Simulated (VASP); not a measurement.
Runs of VASP 6.6.1 on Ca. The structure is hexagonal, space group P6_3/mmc (No. 194). The conventional cell has a = 3.958 Å, b = 3.958 Å, c = 12.869 Å, α = 90.00°, β = 90.00°, γ = 120.00°. Ca (site symmetry -3m) has 12 Ca at 3.95 to 3.96 Å within 5.2 Å. Within 5.2 Å of Ca (site symmetry -6m2) lie 12 Ca at 3.95 to 3.96 Å. 

```csv
level,potentials or basis,spin,gap on the mesh (eV),pressure (GPa)
LDA,"VASP PAW LDA potentials, release 64 (Ca_sv)",collinear,none,-1.9
PBE+D3(BJ),"VASP PAW PBE potentials, release 64 (Ca_sv)",off,none,-1.1
PBE,"VASP PAW PBE potentials, release 64 (Ca_sv)",off,none,(a)
LDA,"VASP PAW LDA potentials, release 64 (Ca_sv)",off,none,-1.9
```

Alike in all rows: task single point; cell as given; k mesh 6 × 6 × 1; cutoff (eV) 520; smearing gaussian 0.1 eV.

Question: Fill in the values left out.

Answer: (a) -0.3.

Caveats: all runs use coarse meshes; three body term missing (some runs); pairwise dispersion overbinds metals, which lowers pressure and volume (some runs).

A gap of «none» marks levels without a gap at the run's occupations.
